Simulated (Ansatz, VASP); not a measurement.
## Mg: VASP beside Ansatz

```
Mg
1.0
     5.13195    0.00000    0.00000
    -2.56597    4.44440    0.00000
     0.00000    0.00000    3.05363
Mg
3
Direct
  0.33333 0.66667 0.50000
  0.00000 0.00000 0.00000
  0.66667 0.33333 0.50000
```

Alike in both runs: task relaxation of cell and atoms; functional PBE; k mesh 12 × 12 × 16; occupations gaussian, width 0.1 eV; no spin polarisation.

```csv
,VASP,Ansatz
version,VASP 6.6.1,Ansatz 0.2.0
potentials or method,"VASP PAW PBE potentials, release 64 (Mg), cutoff 600 eV","scalar-relativistic, plane waves, PAW"
valence electrons in the cell,6,30
```

```csv
,VASP,Ansatz,Ansatz less VASP
"gap on the k mesh at the Fermi level, each at its own relaxed structure (eV)",none,none,-
relaxed volume (Å³/atom),23.16,23.25,+0.092
relaxed length of the cell vector where the two differ most in proportion (Å),3.081,3.086,+0.0047
```

A gap of «none» marks a metal or a gap that the smearing closes. VASP's potentials hold 6 valence electrons a cell and Ansatz's 30, so a difference there can come from the potentials and not from the codes.
